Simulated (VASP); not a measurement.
# CaC2 (R-3m) in VASP: a series of runs, part 2 of 2

VASP 6.6.1. The steps go on from the part before.

## Step 3: Single point, LDA

This run uses another cell than the first one, of the same volume but with other edges.

INCAR reads:

```
PREC = Accurate
ENCUT = 520
EDIFF = 1E-6
ISMEAR = 0
SIGMA = 0.05
LREAL = F
LASPH = T
NELM = 60
ALGO = Normal
ISIF = 2
LWAVE = F
LCHARG = T
LELF = T
LVHAR = T
NBANDS = 16
```

KPOINTS reads:

```
Automatic mesh
0
Gamma
  9 9 9
```

POSCAR reads:

```
CaC2
1.0
    1.8297485577      1.0564058223      4.4648863423
   -1.8297485577      1.0564058223      4.4648863423
    0.0000000000     -2.1128116447      4.4648863423
Ca C
1 2
Direct
    0.0000000000      0.0000000000      0.0000000000
    0.5529150000      0.5529150000      0.5529150000
    0.4470850000      0.4470850000      0.4470850000
```

Potentials or basis: VASP PAW LDA potentials, release 64 (Ca_sv, C).

On the command line:

```console
> cat potpaw_LDA.64/Ca_sv/POTCAR potpaw_LDA.64/C/POTCAR > POTCAR
> mpirun -np 1 vasp_std > vasp.out
```

OUTCAR:

```text
PREC = Accurate
   ENCUT = 520
   EDIFF = 1E-6
   ISMEAR = 0
   LREAL = F
   LASPH = T
   NELM = 60
   ISIF = 2

 ion  position               nearest neighbor table
   1  0.000  0.000  0.000-   2 2.60   3 2.60   2 2.60   2 2.60   3 2.60   3 2.60
   2  0.553  0.553  0.553-   3 1.42   1 2.60   1 2.60   1 2.60
   3  0.447  0.447  0.447-   2 1.42   1 2.60   1 2.60   1 2.60

  LATTYP: Found a trigonal (rhomboedric) cell.
 ALAT       =     4.9395529247
 COS(alpha) =     0.7255662396

  Lattice vectors:

 A1 = (   1.8297485577,   1.0564058223,   4.4648863423)
 A2 = (  -1.8297485577,   1.0564058223,   4.4648863423)
 A3 = (   0.0000000000,  -2.1128116447,   4.4648863423)

Analysis of symmetry for initial positions (statically):
=====================================================================
 Subroutine PRICEL returns:
 Original cell was already a primitive cell.

 Routine SETGRP: Setting up the symmetry group for a
 trigonal (rhombohedral) supercell.

 Subroutine GETGRP returns: Found 12 space group operations
 (whereof 12 operations were pure point group operations)
[... 161 lines left out ...]
  ext. energy  EPLUGINS =         0.00000000
  ---------------------------------------------------
  free energy    TOTEN  =       -20.92294313 eV

  energy without entropy =      -20.92294313  energy(sigma->0) =      -20.92294313

 E-fermi :   1.2048     XC(G=0):  -9.5194

 val. band max:        0.9817822591   @ k =   0.0000   0.0000   0.0000
 cond. band min:       2.4505503011   @ k =   0.4444   0.4444   0.0000
 fundamental gap:      1.4687680419
 Fermi energy:         1.2047773194

 k-point     1 :       0.0000    0.0000    0.0000
  band No.  band energies     occupation
      1     -37.8051      2.00000
      2     -19.1454      2.00000
      3     -19.0261      2.00000
      4     -19.0261      2.00000
      5     -10.6224      2.00000
      6      -3.0651      2.00000
[... 433 lines left out ...]
      3     -19.1049      2.00000
      4     -19.0843      2.00000
      5     -10.1485      2.00000
      6      -3.3182      2.00000
[... 8 lines left out ...]
     15       9.3131      0.00000
     16       9.4476      0.00000

 [... further k-points ...]
[... 5 lines left out ...]
  --------------------------------------------------------------------------------------
  -------------------------------------------------------------------------------------
  Total        0.3752927      0.3752927    -15.5971194      0.0000000      0.0000000      0.0000000
  in kB       11.6117272     11.6117272   -482.5820039      0.0000000      0.0000000      0.0000000
  external PRESSURE =    -153.1195165 kB  Pullay stress =       0.0000000 kB

 VOLUME and BASIS-vectors are now :
 -----------------------------------------------------------------------------
  energy-cutoff  :      520.00
  volume of cell :       51.78
      direct lattice vectors                 reciprocal lattice vectors
     1.829748558  1.056405822  4.464886342     0.273261590  0.157767652  0.074656622
    -1.829748558  1.056405822  4.464886342    -0.273261590  0.157767652  0.074656622
     0.000000000 -2.112811645  4.464886342     0.000000000 -0.315535305  0.074656622

 POSITION                                       TOTAL-FORCE (eV/Angst)
 -----------------------------------------------------------------------------------
      0.00000      0.00000      0.00000         0.000000      0.000000     -0.000000
      0.00000     -0.00000      7.40611        -0.000000      0.000000     -8.071386
      0.00000     -0.00000      5.98855        -0.000000     -0.000000      8.071386
 -----------------------------------------------------------------------------------
    total drift:                               -0.000000     -0.000000     -0.000000

  FREE ENERGIE OF THE ION-ELECTRON SYSTEM (eV)
  ---------------------------------------------------
  free  energy   TOTEN  =       -20.9229431274 eV

  energy  without entropy=      -20.9229431274  energy(sigma->0) =      -20.92294313
```

OSZICAR:

```text
N       E                     dE             d eps       ncg     rms          rms(c)
DAV:   1     0.111442803268E+03    0.11144E+03   -0.87067E+03  2720   0.105E+03
DAV:   2    -0.167457005660E+02   -0.12819E+03   -0.12297E+03  3440   0.261E+02
DAV:   3    -0.221996725269E+02   -0.54540E+01   -0.54256E+01  3680   0.523E+01
DAV:   4    -0.224480380262E+02   -0.24837E+00   -0.24826E+00  4424   0.923E+00
DAV:   5    -0.224498463684E+02   -0.18083E-02   -0.18083E-02  3600   0.762E-01    0.713E+00
DAV:   6    -0.210564105725E+02    0.13934E+01   -0.27812E+00  3136   0.802E+00    0.333E+00
DAV:   7    -0.209380409662E+02    0.11837E+00   -0.65326E-01  3944   0.420E+00    0.142E+00
DAV:   8    -0.209274531254E+02    0.10588E-01   -0.11183E-01  3560   0.218E+00    0.329E-01
DAV:   9    -0.209227355304E+02    0.47176E-02   -0.21542E-02  3448   0.916E-01    0.946E-02
DAV:  10    -0.209229178475E+02   -0.18232E-03   -0.16809E-03  3712   0.247E-01    0.478E-02
DAV:  11    -0.209229581592E+02   -0.40312E-04   -0.11694E-04  4064   0.700E-02    0.243E-02
DAV:  12    -0.209229430506E+02    0.15109E-04   -0.55998E-05  3520   0.587E-02    0.434E-03
DAV:  13    -0.209229431274E+02   -0.76858E-07   -0.36613E-06  3448   0.147E-02
   1 F= -.20922943E+02 E0= -.20922943E+02  d E =-.177938E-12
```

Wall time 3.4 min (1 thread of Intel Xeon 8259CL, shared host); peak memory 0.24 GiB.

What came out:

- Free energy: -20.9229 eV
- Pressure: -15.3 GPa
- Largest force: 8.071 eV/Å
- Band gap on the k mesh: 1.47 eV (least direct gap 2.00 eV)

Forces in eV/Å, atoms in the order of the input:
```
Ca   0.000  0.000  0.000
C    0.000  0.000 -8.071
C    0.000  0.000  8.071
```

Levels at points of the mesh, in eV from the valence-band top:
```tsv
k point	band 5	band 6	band 7	band 8	band 9	band 10	band 11	band 12	band 13	band 14
(0.00, 0.00, 0.00)	-11.60	-4.05	-3.07	0.00	0.00	2.67	2.67	4.31	5.55	5.55
```

Caveat: the cell stands under tension; an odd mesh through Γ misses points on the zone boundary, where band edges can lie; forces of over 1 eV/Å act on the atoms, so gaps and moduli don't describe the material at rest.

## Step 4: Single point, LDA

This run uses another cell than the first one, of the same volume but with other edges.

INCAR reads:

```
ALGO = Normal
EDIFF = 1E-6
ENCUT = 520
ISIF = 2
ISMEAR = 0
LASPH = T
LCHARG = F
LREAL = F
LWAVE = F
NBANDS = 16
NELM = 60
PREC = Accurate
SIGMA = 0.05
```

KPOINTS reads:

```
k-points
0
Gamma
  9 9 9
```

POSCAR reads:

```
CaC2
1.0
    1.9991983579      1.1542377101      3.7400849120
   -1.9991983579      1.1542377101      3.7400849120
    0.0000000000     -2.3084754202      3.7400849120
Ca C
1 2
Direct
    0.0000000000      0.0000000000      0.0000000000
    0.5529150000      0.5529150000      0.5529150000
    0.4470850000      0.4470850000      0.4470850000
```

Potentials or basis: VASP PAW LDA potentials, release 64 (Ca_sv, C).

On the command line:

```console
> cat potpaw_LDA.64/Ca_sv/POTCAR potpaw_LDA.64/C/POTCAR > POTCAR
> mpirun -np 1 vasp_std > vasp.out
```

OUTCAR:

```text
EDIFF = 1E-6
   ENCUT = 520
   ISIF = 2
   ISMEAR = 0
   LASPH = T
   LREAL = F
   NELM = 60
   PREC = Accurate

 ion  position               nearest neighbor table
   1  0.000  0.000  0.000-
   2  0.553  0.553  0.553-   3 1.19
   3  0.447  0.447  0.447-   2 1.19

  LATTYP: Found a trigonal (rhomboedric) cell.
 ALAT       =     4.3951443565
 COS(alpha) =     0.5861952412

[... 195 lines left out ...]
      4     -19.1428      2.00000
      5     -11.9220      2.00000
      6      -1.9423      2.00000
[... 433 lines left out ...]
      3     -19.2549      2.00000
      4     -19.1764      2.00000
      5     -11.6829      2.00000
      6      -2.5958      2.00000
[... 8 lines left out ...]
     15       8.8943      0.00000
     16       9.5556      0.00000

 [... further k-points ...]
[... 5 lines left out ...]
  --------------------------------------------------------------------------------------
  -------------------------------------------------------------------------------------
  Total       -2.2957567     -2.2957567      6.8140213      0.0000000      0.0000000      0.0000000
  in kB      -71.0317625    -71.0317625    210.8289340      0.0000000      0.0000000      0.0000000
  external PRESSURE =      22.9218030 kB  Pullay stress =       0.0000000 kB

 VOLUME and BASIS-vectors are now :
 -----------------------------------------------------------------------------
  energy-cutoff  :      520.00
  volume of cell :       51.78
      direct lattice vectors                 reciprocal lattice vectors
     1.999198358  1.154237710  3.740084912     0.250100245  0.144395444  0.089124536
    -1.999198358  1.154237710  3.740084912    -0.250100245  0.144395444  0.089124536
     0.000000000 -2.308475420  3.740084912     0.000000000 -0.288790888  0.089124536

 POSITION                                       TOTAL-FORCE (eV/Angst)
 -----------------------------------------------------------------------------------
      0.00000      0.00000      0.00000         0.000000     -0.000000     -0.000000
      0.00000      0.00000      6.20385        -0.000000     -0.000000      6.262525
      0.00000      0.00000      5.01641        -0.000000      0.000000     -6.262525
 -----------------------------------------------------------------------------------
    total drift:                                0.000000      0.000000     -0.000000

  FREE ENERGIE OF THE ION-ELECTRON SYSTEM (eV)
  ---------------------------------------------------
  free  energy   TOTEN  =       -21.7448352572 eV

  energy  without entropy=      -21.7448352572  energy(sigma->0) =      -21.74483526
```

stdout:

```text
POSCAR found type information on POSCAR CaC
 POSCAR found :  2 types and       3 ions
 scaLAPACK will be used
 LDA part: xc-table for (Slater(with rela. corr.)+CA(PZ))
 , standard interpolation
 POSCAR, INCAR and KPOINTS ok, starting setup
 FFT: planning ... GRIDC
 FFT: planning ... GRID_SOFT
 FFT: planning ... GRID
 WAVECAR not read
 entering main loop
```

It took 2.4 min on 1 thread of Intel Xeon 8259CL, shared host; peak memory 0.21 GiB.

Results:

```yaml
Free_energy: -21.7448 eV
Pressure: 2.3 GPa
Largest_force: 6.263 eV/Å
Band_gap_on_the_k_mesh: 2.73 eV (least direct gap 3.92 eV)
```

Forces in eV/Å, atoms in the order of the input:
```
Ca   0.000  0.000  0.000
C    0.000  0.000  6.263
C    0.000  0.000 -6.263
```

Caveat: an odd mesh through Γ misses points on the zone boundary, where band edges can lie; forces of over 1 eV/Å act on the atoms, so gaps and moduli don't describe the material at rest.

## Step 5: The runs side by side

| cell | gap on the mesh (eV) | pressure (GPa) | largest force (eV/Å) |
| --- | --- | --- | --- |
| a = 4.267 Å, angles 57.5°, 3 atoms | 2.66 | 11.0 | 14.83 |
| a = 4.940 Å, angles 43.5°, 3 atoms | 1.47 | -15.3 | 8.07 |
| a = 4.395 Å, angles 54.1°, 3 atoms | 2.73 | 2.3 | 6.26 |

Alike in all rows: task single point; level LDA; potentials or basis VASP PAW LDA potentials, release 64 (Ca_sv, C); no spin polarisation; k mesh 9 × 9 × 9; cutoff (eV) 520; smearing gaussian 0.05 eV.

Caveats: an odd mesh through Γ misses points on the zone boundary, where band edges can lie; forces of over 1 eV/Å act on the atoms, so gaps and moduli don't describe the material at rest; the cell stands under pressure (at least some runs); the cell stands under tension (at least some runs).

Total energies depend on the potentials used, so only differences within one code and one set of settings carry meaning.
